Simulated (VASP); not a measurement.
# Sr3Sc (I4/mmm) in VASP: notebook

Sr3Sc is run at these levels: PBE; tasks: single point.

All numbers are computed with VASP 6.6.1; they aren't measurements. Logs are shortened: lines on timing, memory, paths and dates and some standing lists are left out, and cuts for length are marked.

**1. The cell of the first run**

The structure is tetragonal, space group I4/mmm (No. 139). Conventional cell: a = 5.563 Å, b = 5.563 Å, c = 11.573 Å, α = 90.00°, β = 90.00°, γ = 90.00°. Sr (site symmetry -4m2) has 8 Sr at 3.93 to 4.01 Å and 4 Sc at 4.01 Å within 5.2 Å. Sr (site symmetry 4/mmm) has 4 Sc at 3.93 Å and 8 Sr at 4.01 Å within 5.2 Å. Within 5.2 Å of Sc (site symmetry 4/mmm) lie 12 Sr at 3.93 to 4.01 Å.

**2. Single point, PBE, collinear spin**

INCAR reads:

```
PREC = Accurate
ENCUT = 500
EDIFF = 1E-6
ISMEAR = 0
SIGMA = 0.1
LREAL = False
LASPH = True
NELM = 200
ALGO = Normal
ISIF = 2
LWAVE = False
LCHARG = True
ISPIN = 2
MAGMOM = 0 0 0 0.6
LORBIT = 11
LMAXMIX = 4
GGA = PE
LELF = True
LVHAR = True
ISYM = 0
NBANDS = 32
GGA_COMPAT = False
```

KPOINTS reads:

```
regular mesh
0
Gamma
  1 2 3
```

POSCAR reads:

```
Sr3Sc
1.0
   -2.7813170000      2.7813170000      5.7867300000
    2.7813170000     -2.7813170000      5.7867300000
    2.7813170000      2.7813170000     -5.7867300000
Sr Sc
3 1
Direct
    0.7500000000      0.2500000000      0.5000000000
    0.2500000000      0.7500000000      0.5000000000
    0.5000000000      0.5000000000      0.0000000000
    0.0000000000      0.0000000000      0.0000000000
```

Potentials or basis: VASP PAW PBE potentials, release 64 (Sr_sv, Sc_sv).

Run with:

```bash
> cat potpaw_PBE.64/Sr_sv/POTCAR potpaw_PBE.64/Sc_sv/POTCAR > POTCAR
> mpirun -np 1 vasp_std > vasp.out
```

OUTCAR:

```text
PREC = Accurate
   ENCUT = 500
   EDIFF = 1E-6
   ISMEAR = 0
   LREAL = False
   LASPH = True
   NELM = 200
   ISIF = 2
   ISPIN = 2
   LORBIT = 11
   GGA = PE
   ISYM = 0

 ion  position               nearest neighbor table
   1  0.750  0.250  0.500-   2 3.93   2 3.93   2 3.93   2 3.93   4 4.01   3 4.01   4 4.01   3 4.01
                             3 4.01   3 4.01   4 4.01   4 4.01
   2  0.250  0.750  0.500-   1 3.93   1 3.93   1 3.93   1 3.93   4 4.01   3 4.01   4 4.01   3 4.01
                             4 4.01   4 4.01   3 4.01   3 4.01
   3  0.500  0.500  0.000-   4 3.93   4 3.93   4 3.93   4 3.93   2 4.01   1 4.01   2 4.01   1 4.01
                             2 4.01   2 4.01   1 4.01   1 4.01
   4  0.000  0.000  0.000-   3 3.93   3 3.93   3 3.93   3 3.93   2 4.01   1 4.01   2 4.01   1 4.01
                             1 4.01   1 4.01   2 4.01   2 4.01

IMPORTANT INFORMATION: All symmetrisations will be switched off!
NOSYMM: (Re-)initialisation of all symmetry stuff for point group C_1.

----------------------------------------------------------------------------------------

                                     Primitive cell

  volume of cell :     179.0582

  direct lattice vectors                    reciprocal lattice vectors
    -2.781317000  2.781317000  5.786730000     0.000000000  0.179770950  0.086404584
     2.781317000 -2.781317000  5.786730000     0.179770950  0.000000000  0.086404584
     2.781317000  2.781317000 -5.786730000     0.179770950  0.179770950  0.000000000

  length of vectors
     6.996977390  6.996977390  6.996977390     0.199457631  0.199457631  0.254234516

  position of ions in fractional coordinates (direct lattice)
     0.750000000  0.250000000  0.500000000
     0.250000000  0.750000000  0.500000000
     0.500000000  0.500000000  0.000000000
     0.000000000  0.000000000  0.000000000

  ion indices of the primitive-cell ions
   primitive index   ion index
                 1           1
                 2           2
                 3           3
                 4           4

----------------------------------------------------------------------------------------

 KPOINTS: regular mesh

Automatic generation of k-mesh.
 Grid dimensions read from file:
 generate k-points for:    1    2    3

 Generating k-lattice:
[... 85 lines left out ...]
  Fermi-wavevector in a.u.,A,eV,Ry     =   1.001547  1.892650 13.647958  1.003097
  Thomas-Fermi vector in A             =   2.133976
   LORBIT       =     11    0 simple, 1 ext, 2 COOP (PROOUT), +10 PAW based schemes
   GGA     = PE    functional components
   LHFCALC =     F    Hartree Fock is set to
   AEXX    =    0.0000 exact exchange contribution
   IVDW    =     0    specifies the selected vdW correction
   LEPSILON=     F    determine dielectric tensor
   LRPA    =     F    only Hartree local field effects (RPA)
 spin polarized calculation
 Gauss-broadening in eV      SIGMA  =   0.10
  energy-cutoff  :      500.00
  volume of cell :      179.06
 maximum number of plane-waves:      4552
 NGX is ok and might be reduce to    50
   NGX = 25   NGY = 25   NGZ = 25

 number of electron      41.0000002 magnetization       2.7176536

 Free energy of the ion-electron system (eV)
  ---------------------------------------------------
  ext. energy  EPLUGINS =         0.00000000
  ---------------------------------------------------
  free energy    TOTEN  =        -9.54297440 eV

  energy without entropy =       -9.51441503  energy(sigma->0) =       -9.52869471

 E-fermi :   1.9622     XC(G=0):  -7.8897

 val. band max:        1.9501677717   @ k =  -0.0000   0.5000   0.3333
 cond. band min:       2.1137312805   @ k =  -0.0000   0.5000   0.3333
 fundamental gap:      0.1635635089
 Fermi energy:         1.9621875621

 spin component 1

 k-point     1 :       0.0000    0.0000    0.0000
  band No.  band energies     occupation
      1     -48.7362      1.00000
      2     -34.2054      1.00000
      3     -34.1731      1.00000
      4     -34.1560      1.00000
      5     -27.3794      1.00000
      6     -27.3333      1.00000
[... 129 lines left out ...]
     31       4.4253      0.00000
     32       5.2403      0.00000
 Fermi energy:         1.9621875621

 spin component 2

 k-point     1 :       0.0000    0.0000    0.0000
  band No.  band energies     occupation
      1     -48.2017      1.00000
      2     -34.1427      1.00000
      3     -34.1084      1.00000
      4     -34.0902      1.00000
      5     -26.9278      1.00000
      6     -26.8073      1.00000
[... 129 lines left out ...]
     31       4.8012      0.00000
     32       5.5465      0.00000

------------------------ aborting loop because EDIFF is reached ----------------------------------------

  FORCE on cell =-STRESS in cart. coord.  units (eV):
  Direction    XX          YY          ZZ          XY          YZ          ZX
  --------------------------------------------------------------------------------------
  -------------------------------------------------------------------------------------
  Total        0.2177717      0.0184717     -0.0196828     -0.1081439      0.5758332     -0.7819023
  in kB        1.9485783      0.1652808     -0.1761176     -0.9676506      5.1524417     -6.9963071
  external PRESSURE =       0.6459139 kB  Pullay stress =       0.0000000 kB

 VOLUME and BASIS-vectors are now :
 -----------------------------------------------------------------------------
  energy-cutoff  :      500.00
  volume of cell :      179.06
      direct lattice vectors                 reciprocal lattice vectors
    -2.781317000  2.781317000  5.786730000     0.000000000  0.179770950  0.086404584
     2.781317000 -2.781317000  5.786730000     0.179770950  0.000000000  0.086404584
     2.781317000  2.781317000 -5.786730000     0.179770950  0.179770950  0.000000000

 POSITION                                       TOTAL-FORCE (eV/Angst)
 -----------------------------------------------------------------------------------
     -0.00000      2.78132      2.89337         0.023705     -0.000953     -0.026051
      2.78132     -0.00000      2.89337        -0.023688      0.000947      0.026064
      0.00000      0.00000      5.78673         0.000011      0.000008      0.000006
      0.00000      0.00000      0.00000        -0.000028     -0.000002     -0.000019
 -----------------------------------------------------------------------------------
    total drift:                               -0.000040     -0.000006     -0.000017

  FREE ENERGIE OF THE ION-ELECTRON SYSTEM (eV)
  ---------------------------------------------------
  free  energy   TOTEN  =        -9.5429744005 eV

  energy  without entropy=       -9.5144150270  energy(sigma->0) =       -9.52869471

 total charge

# of ion       s       p       d       tot
------------------------------------------
    1        2.058   5.723   0.180   7.961
    2        2.058   5.723   0.180   7.961
    3        2.056   5.719   0.186   7.961
    4        2.249   6.032   0.917   9.198
--------------------------------------------------
tot          8.421  23.197   1.463  33.081

 magnetization (x)

# of ion       s       p       d       tot
------------------------------------------
    1        0.000   0.032   0.064   0.096
    2        0.000   0.032   0.064   0.096
    3        0.000   0.031   0.057   0.088
    4        0.013   0.052   0.571   0.636
--------------------------------------------------
tot          0.014   0.147   0.756   0.916
```

OSZICAR:

```text
N       E                     dE             d eps       ncg     rms          rms(c)
DAV:   1     0.370417355983E+03    0.37042E+03   -0.16955E+04   512   0.109E+03
DAV:   2     0.250364983023E+02   -0.34538E+03   -0.33721E+03   536   0.342E+02
[... 17 lines left out ...]
DAV:  20    -0.954294338606E+01   -0.27626E-04   -0.28404E-04   792   0.494E-02    0.492E-02
DAV:  21    -0.954295907024E+01   -0.15684E-04   -0.84478E-05   808   0.282E-02    0.227E-02
DAV:  22    -0.954296886948E+01   -0.97992E-05   -0.56035E-05   704   0.217E-02    0.148E-02
DAV:  23    -0.954297287885E+01   -0.40094E-05   -0.50156E-05   664   0.171E-02    0.969E-03
DAV:  24    -0.954297417041E+01   -0.12916E-05   -0.28883E-05   656   0.137E-02    0.519E-03
DAV:  25    -0.954297440048E+01   -0.23007E-06   -0.72743E-06   512   0.814E-03
   1 F= -.95429744E+01 E0= -.95286947E+01  d E =-.285594E-01  mag=     2.7180
```

stdout:

```text
POSCAR found type information on POSCAR SrSc
 POSCAR found :  2 types and       4 ions
 scaLAPACK will be used
 LDA part: xc-table for (Slater+PW92), standard interpolation
 -----------------------------------------------------------------------------
|                                                                             |
|           W    W    AA    RRRRR   N    N  II  N    N   GGGG   !!!           |
|           W    W   A  A   R    R  NN   N  II  NN   N  G    G  !!!           |
|           W    W  A    A  R    R  N N  N  II  N N  N  G       !!!           |
|           W WW W  AAAAAA  RRRRR   N  N N  II  N  N N  G  GGG   !            |
|           WW  WW  A    A  R   R   N   NN  II  N   NN  G    G                |
|           W    W  A    A  R    R  N    N  II  N    N   GGGG   !!!           |
|                                                                             |
|     Your reciprocal lattice and k-lattice belong to different lattice       |
|     classes:                                                                |
|                                                                             |
|        The reciprocal lattice is body-centered tetragonal,                  |
|        whereas your k-lattice is triclinic.                                 |
|                                                                             |
|     Results are often still useful ...                                      |
|                                                                             |
 -----------------------------------------------------------------------------

 POSCAR, INCAR and KPOINTS ok, starting setup
 FFT: planning ... GRIDC
 FFT: planning ... GRID_SOFT
 FFT: planning ... GRID
 WAVECAR not read
 entering main loop
```

Run time: 2.7 min. Hardware: 1 thread of Intel Xeon Platinum 8559C (Emerald Rapids), shared host; peak memory 0.5 GiB.

Results:

* Free energy: -9.5430 eV
* Pressure: 0.1 GPa
* Largest force: 0.035 eV/Å
* Net moment: 2.72 μB per cell
* Site moments: Sr +0.10, +0.09 (each value once); Sc +0.64 μB
* Valence electrons inside the program's atomic spheres: Sr 7.96; Sc 9.20

Forces in eV/Å, atoms in the order of the input:
```
Sr   0.024 -0.001 -0.026
Sr  -0.024  0.001  0.026
Sr   0.000  0.000  0.000
Sc   0.000  0.000  0.000
```

Levels at points of the mesh, in eV from the Fermi level:
Spin up:
| k point | band 17 | band 18 | band 19 | band 20 | band 21 | band 22 | band 23 | band 24 | band 25 | band 26 |
| --- | --- | --- | --- | --- | --- | --- | --- | --- | --- | --- |
| (0.00, 0.00, 0.00) | -4.17 | -1.17 | -0.42 | -0.40 | -0.15 | 0.26 | 0.31 | 0.45 | 0.52 | 1.00 |
| (0.00, 0.50, 0.00) | -2.55 | -2.33 | -0.70 | -0.58 | -0.04 | 0.21 | 0.34 | 0.49 | 0.52 | 0.70 |
Spin down:
```
           k point  band 17  band 18  band 19  band 20  band 21  band 22
(0.00, 0.00, 0.00)    -3.58    -0.47     0.29     0.29     0.44     0.68
(0.00, 0.50, 0.00)    -1.90    -1.80    -0.12    -0.05     0.62     0.75
```

Caveat: the k points lie up to 0.92 Å⁻¹ apart, too coarse for converged energies, forces and pressures.

**3. Single point, PBE, collinear spin**

INCAR reads:

```
SYSTEM = Sr3Sc
PREC     = Accurate       ! precision mode
ENCUT    = 500            ! plane-wave cutoff, eV
EDIFF    = 1E-6           ! SCF threshold, eV
ISMEAR   = 0              ! smearing method
SIGMA    = 0.1            ! smearing width, eV
LREAL    = .False.        ! projectors in reciprocal space
LASPH    = .True.         ! aspherical terms in the spheres
NELM     = 200            ! most SCF steps
ALGO     = Normal         ! electronic algorithm
ISIF     = 2              ! what is computed and relaxed
LWAVE    = .False.        ! write WAVECAR
LCHARG   = .False.        ! write CHGCAR
ISPIN    = 2              ! spin polarisation
MAGMOM   = 0 0 0 1        ! initial moments
LORBIT   = 11             ! projections on sites
LMAXMIX  = 4              ! l up to which the mixer works
GGA      = PE             ! functional
NBANDS   = 32             ! bands
GGA_COMPAT= .False.
```

KPOINTS reads:

```
Automatic mesh
0
Gamma
  4 4 4
  0 0 0
```

POSCAR is that of step 2.

Potentials or basis: VASP PAW PBE potentials, release 64 (Sr_sv, Sc_sv).

Run with:

```bash
> cat potpaw_PBE.64/Sr_sv/POTCAR potpaw_PBE.64/Sc_sv/POTCAR > POTCAR
> mpirun -np 1 vasp_std > vasp.out
```

OUTCAR:

```text
SYSTEM = Sr3Sc
   PREC = Accurate
   ENCUT = 500
   EDIFF = 1E-6
   ISMEAR = 0
   LREAL = .False.
   LASPH = .True.
   NELM = 200
   ISIF = 2
   ISPIN = 2
   LORBIT = 11
   GGA = PE

 ion  position               nearest neighbor table
   1  0.750  0.250  0.500-   2 3.93   2 3.93   2 3.93   2 3.93   4 4.01   3 4.01   4 4.01   3 4.01
                             3 4.01   3 4.01   4 4.01   4 4.01
   2  0.250  0.750  0.500-   1 3.93   1 3.93   1 3.93   1 3.93   4 4.01   3 4.01   4 4.01   3 4.01
                             4 4.01   4 4.01   3 4.01   3 4.01
   3  0.500  0.500  0.000-   4 3.93   4 3.93   4 3.93   4 3.93   2 4.01   1 4.01   2 4.01   1 4.01
                             2 4.01   2 4.01   1 4.01   1 4.01
   4  0.000  0.000  0.000-   3 3.93   3 3.93   3 3.93   3 3.93   2 4.01   1 4.01   2 4.01   1 4.01
                             1 4.01   1 4.01   2 4.01   2 4.01

  LATTYP: Found a body centered tetragonal cell.
 ALAT       =     5.5626340000
 C/A-ratio  =     2.0805719017

  Lattice vectors:

 A1 = (  -2.7813170000,   2.7813170000,   5.7867300000)
 A2 = (   2.7813170000,  -2.7813170000,   5.7867300000)
 A3 = (   2.7813170000,   2.7813170000,  -5.7867300000)
[... 1108 lines left out ...]
  --------------------------------------------------------------------------------------
  -------------------------------------------------------------------------------------
  Total        0.1849774      0.1849774     -0.1829331      0.0000000      0.0000000     -0.0000000
  in kB        1.6551408      1.6551408     -1.6368496      0.0000000      0.0000000     -0.0000000
  external PRESSURE =       0.5578107 kB  Pullay stress =       0.0000000 kB

 VOLUME and BASIS-vectors are now :
 -----------------------------------------------------------------------------
  energy-cutoff  :      500.00
  volume of cell :      179.06
      direct lattice vectors                 reciprocal lattice vectors
    -2.781317000  2.781317000  5.786730000     0.000000000  0.179770950  0.086404584
     2.781317000 -2.781317000  5.786730000     0.179770950  0.000000000  0.086404584
     2.781317000  2.781317000 -5.786730000     0.179770950  0.179770950  0.000000000

 POSITION                                       TOTAL-FORCE (eV/Angst)
 -----------------------------------------------------------------------------------
     -0.00000      2.78132      2.89337        -0.000000      0.000000     -0.000000
      2.78132     -0.00000      2.89337         0.000000      0.000000      0.000000
      0.00000      0.00000      5.78673        -0.000000     -0.000000     -0.000000
      0.00000      0.00000      0.00000        -0.000000     -0.000000     -0.000000
 -----------------------------------------------------------------------------------
    total drift:                                0.000000      0.000000      0.000000

  FREE ENERGIE OF THE ION-ELECTRON SYSTEM (eV)
  ---------------------------------------------------
  free  energy   TOTEN  =       -10.0252093247 eV

  energy  without entropy=       -9.9759158045  energy(sigma->0) =      -10.00056256

 total charge

# of ion       s       p       d       tot
------------------------------------------
    1        2.063   5.719   0.171   7.954
    2        2.063   5.719   0.171   7.954
    3        2.065   5.717   0.168   7.950
    4        2.265   6.026   0.894   9.185
--------------------------------------------------
tot          8.457  23.182   1.405  33.043

 magnetization (x)

# of ion       s       p       d       tot
------------------------------------------
    1       -0.001   0.009   0.025   0.033
    2       -0.001   0.009   0.025   0.033
    3       -0.001   0.006   0.021   0.026
    4        0.008   0.018   0.386   0.412
--------------------------------------------------
tot          0.005   0.041   0.458   0.505
```

OSZICAR:

```text
N       E                     dE             d eps       ncg     rms          rms(c)
DAV:   1     0.364021509591E+03    0.36402E+03   -0.17069E+04  1664   0.110E+03
DAV:   2     0.231970167306E+02   -0.34082E+03   -0.33307E+03  1816   0.341E+02
DAV:   3    -0.868732798163E+01   -0.31884E+02   -0.31045E+02  2752   0.863E+01
DAV:   4    -0.116012703421E+02   -0.29139E+01   -0.28957E+01  2552   0.216E+01
DAV:   5    -0.118332314850E+02   -0.23196E+00   -0.23190E+00  2784   0.546E+00    0.297E+01
DAV:   6    -0.101831770552E+02    0.16501E+01   -0.66425E+00  2496   0.112E+01    0.805E+00
DAV:   7    -0.105676356022E+02   -0.38446E+00   -0.87086E+00  2488   0.119E+01    0.122E+01
DAV:   8    -0.100206411221E+02    0.54699E+00   -0.11438E+00  2456   0.560E+00    0.136E+00
DAV:   9    -0.100183720435E+02    0.22691E-02   -0.14201E-01  2744   0.153E+00    0.650E-01
DAV:  10    -0.100221091239E+02   -0.37371E-02   -0.11030E-02  2632   0.330E-01    0.319E-01
DAV:  11    -0.100241355245E+02   -0.20264E-02   -0.29975E-03  2528   0.178E-01    0.247E-01
DAV:  12    -0.100249628107E+02   -0.82729E-03   -0.20487E-03  2448   0.169E-01    0.994E-02
DAV:  13    -0.100251524610E+02   -0.18965E-03   -0.61820E-04  2320   0.822E-02    0.433E-02
DAV:  14    -0.100251998217E+02   -0.47361E-04   -0.21099E-04  2280   0.340E-02    0.260E-02
DAV:  15    -0.100252068075E+02   -0.69858E-05   -0.76290E-05  2224   0.243E-02    0.175E-02
DAV:  16    -0.100252083716E+02   -0.15641E-05   -0.77464E-06  1960   0.971E-03    0.117E-02
DAV:  17    -0.100252093247E+02   -0.95303E-06   -0.98495E-07  1368   0.599E-03
   1 F= -.10025209E+02 E0= -.10000563E+02  d E =-.492935E-01  mag=     1.0927
```

stdout:

```text
POSCAR found type information on POSCAR SrSc
 POSCAR found :  2 types and       4 ions
 scaLAPACK will be used
 LDA part: xc-table for (Slater+PW92), standard interpolation
 POSCAR, INCAR and KPOINTS ok, starting setup
 FFT: planning ... GRIDC
 FFT: planning ... GRID_SOFT
 FFT: planning ... GRID
 WAVECAR not read
 entering main loop
```

It took 3.8 min on 1 thread of Intel Xeon Platinum 8559C (Emerald Rapids), shared host; peak memory 0.54 GiB.

Results:

```
Free energy                                           : -10.0252 eV
Pressure                                              : 0.1 GPa
Net moment                                            : 1.09 μB per cell
Site moments                                          : Sr +0.03; Sc +0.41 μB
Valence electrons inside the program's atomic spheres : Sr 7.95; Sc 9.19
```
